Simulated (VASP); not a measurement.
**Ag2HCl2: single point with PBE+D3(BJ)**

The system is Ag2HCl2, a slab with vacuum.

```
CELL_PARAMETERS angstrom
3.89662 0.00000 0.00000
0.00000 3.89662 0.00000
0.00000 0.00000 20.14787
ATOMIC_POSITIONS crystal
Ag 0.00000 0.00000 0.19853
Ag 0.50000 0.50000 0.33376
Cl 0.50000 0.50000 0.19853
Cl 0.00000 0.00000 0.33988
H 0.12500 0.50000 0.46396
```

```
Program             : VASP 6.6.1
Task                : single point
Functional          : PBE
Dispersion          : D3(BJ)
Potentials or basis : VASP PAW PBE potentials, release 64 (Ag, Cl, H)
Cutoff              : 520 eV
k mesh              : 7 × 7 × 1
Occupations         : gaussian, width 0.05 eV
Spin                : collinear spin
Starting moments    : [0.0, 0.0, 0.0, 0.0, 1.0] μB
```

The largest force is 0.263 eV/Å and the band gap on the k mesh is 0.93 eV (least direct gap 2.35 eV). The net moment is 1.00 μB per cell. The site moments are Ag +0.00, +0.01; Cl +0.00, +0.03; H +0.37 μB, the valence electrons inside the program's atomic spheres are Ag 9.68, 9.69; Cl 5.07; H 0.38 and the dispersion energy per atom is -0.184 eV.

Forces on the atoms (eV/Å):
```
Ag  -0.001  0.000  0.263
Ag  -0.017  0.000  0.097
Cl   0.000  0.000 -0.259
Cl  -0.025  0.000 -0.030
H    0.042  0.000 -0.071
```

Levels at points of the mesh, in eV from the valence-band top:
Spin up:
| k point | band 17 | band 18 | band 19 | band 20 | band 21 | band 22 |
| --- | --- | --- | --- | --- | --- | --- |
| (0.00, 0.00, 0.00) | -1.92 | -1.85 | -1.43 | 1.30 | 2.44 | 4.76 |
Spin down:
```tsv
k point	band 14	band 15	band 16	band 17	band 18	band 19	band 20	band 21	band 22	band 23
(0.00, 0.00, 0.00)	-2.32	-2.21	-1.92	-1.91	-1.45	0.93	1.95	3.52	4.78	5.69
```

It took 13 min on 1 thread of Oxide Virtual Turin-like Processor, with other jobs on the host, peak memory 0.56 GiB.
